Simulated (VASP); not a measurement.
Crystal: Pb.

```
Pb
1.0
     0.00000    2.47502    2.47502
     2.47502    0.00000    2.47502
     2.47502    2.47502    0.00000
Pb
1
Direct
  0.00000 0.00000 0.00000
```

Base run:

```yaml
Program: VASP 6.6.1
Functional: PBE
Potentials_or_basis: VASP PAW PBE potentials, release 64 (Pb_d)
Cutoff: 500 eV
k_mesh: 8 × 8 × 8
Occupations: gaussian, width 0.1 eV
Spin: no spin polarisation
```

Its results: band gap on the k mesh zero (band 7 reaches 14.70 eV, above the bottom of band 8 at 5.91 eV); pressure 2.6 GPa.

Question: The run is repeated on the same cell with these changes: k mesh from 8 × 8 × 8 to 5 × 5 × 5. What comes out?

Answer: Band gap on the k mesh zero (band 7 reaches 14.70 eV, above the bottom of band 8 at 6.69 eV); pressure 1.8 GPa.

Caveats: some runs use coarse meshes; spin-orbit coupling is left out, which moves the levels of the heavy elements.
